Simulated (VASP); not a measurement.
Here is a VASP 6.6.1 calculation.

Contents of POSCAR:

```
GaN
1.0
    3.1831493761      0.0000000000      0.0000000000
   -1.5915746880      2.7566882238      0.0000000000
    0.0000000000      0.0000000000      5.1317889770
Ga N
2 2
Direct
    0.3333333333      0.6666666667     -0.0017167385
    0.6666666667      0.3333333333      0.4982832615
    0.3333333333      0.6666666667      0.3767167385
    0.6666666667      0.3333333333      0.8767167385
```

File INCAR.step1:

```
SYSTEM = GaN
PREC = Accurate
ENCUT = 520
ISMEAR = 0
SIGMA = 0.01
LREAL = .FALSE.
LASPH = .TRUE.
NELM = 100
NBANDS = 26
GGA = PE
ALGO = Normal
EDIFF = 1E-4
LWAVE = .TRUE.
LCHARG = .FALSE.
```

INCAR.step2

```
SYSTEM = GaN
PREC = Accurate
ENCUT = 520
EDIFF = 1E-6
ISMEAR = 0
SIGMA = 0.01
LREAL = .FALSE.
LASPH = .TRUE.
NELM = 100
ALGO = Normal
ISIF = 2
LWAVE = .FALSE.
LCHARG = .FALSE.
METAGGA = R2SCAN
LMIXTAU = .TRUE.
NBANDS = 26
ISTART = 1
```

File KPOINTS:

```
regular mesh
0
G
  12 12 6
  0 0 0
```

Potentials or basis: VASP PAW PBE potentials, release 64 (Ga_d, N).

The run is started by

```bash
$ cat potpaw_PBE.64/Ga_d/POTCAR potpaw_PBE.64/N/POTCAR > POTCAR
$ cp INCAR.step1 INCAR
$ mpirun -np 1 vasp_std > vasp.out
$ cp INCAR.step2 INCAR
$ mpirun -np 1 vasp_std > vasp.out
```

Task: What does it give for the band gap on the k mesh?

Result: 2.43 eV.

Task: Predict the largest force.

Result: 0.005 eV/Å.

Task: Estimate the pressure.

Result: 3.1 GPa.

Forces in eV/Å, atoms in the order of the input:
```
Ga   0.000  0.000 -0.005
Ga   0.000  0.000 -0.005
N    0.000  0.000  0.005
N    0.000  0.000  0.005
```

Caveat: the cell differs from its parent crystal (uniaxial z strain -1.0%); the cell stands under pressure; the PAW data sets were made with another functional, which shifts forces and pressure a little.
